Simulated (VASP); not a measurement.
# H: single point with r2SCAN

H:

```xyz
4
Lattice="3.7993 0.0000 0.0000 -1.8997 3.2903 0.0000 0.0000 0.0000 5.8254" Properties=species:S:1:pos:R:3 pbc="T T T"
H     0.0000    2.1935    1.0856
H     1.8997    1.0968    3.9983
H     1.8997    1.0968    4.7398
H     0.0000    2.1935    1.8271
```

This cell differs from its parent crystal: biaxial strain in the a-b plane: -2.0 %, then relaxed in part.

```yaml
Program: VASP 6.6.1
Task: single point
Functional: r2SCAN
Potentials_or_basis: VASP PAW PBE potentials, release 64 (H)
Cutoff: 520 eV
k_mesh: 9 × 9 × 4
Occupations: gaussian, width 0.02 eV
Spin: no spin polarisation
```

* Pressure: -0.1 GPa
* Largest force: 0.005 eV/Å
* Band gap on the k mesh: 10.01 eV (least direct gap 10.06 eV)

Forces on the atoms (eV/Å):
```
H    0.000  0.000 -0.005
H    0.000  0.000 -0.005
H    0.000  0.000  0.005
H    0.000  0.000  0.005
```

Levels at points of the mesh, in eV from the valence-band top:
```tsv
k point	band 1	band 2	band 3	band 4	band 5	band 6	band 7
(0.00, 0.00, 0.00)	-0.90	-0.06	10.01	13.00	16.30	16.76	19.21
(0.00, 0.00, 0.50)	-0.51	-0.51	11.29	11.29	17.23	17.23	19.93
```

Wall time 74 s on 1 thread of Intel(R) Xeon(R) 6975P-C (Granite Rapids), with other jobs on the host, peak memory 0.18 GiB.

Caveat: the cell differs from its parent crystal (biaxial strain in the a-b plane: -2.0 %, then relaxed in part); the PAW data sets were made with another functional, which shifts forces and pressure a little; an odd mesh through Γ misses points on the zone boundary, where band edges can lie.
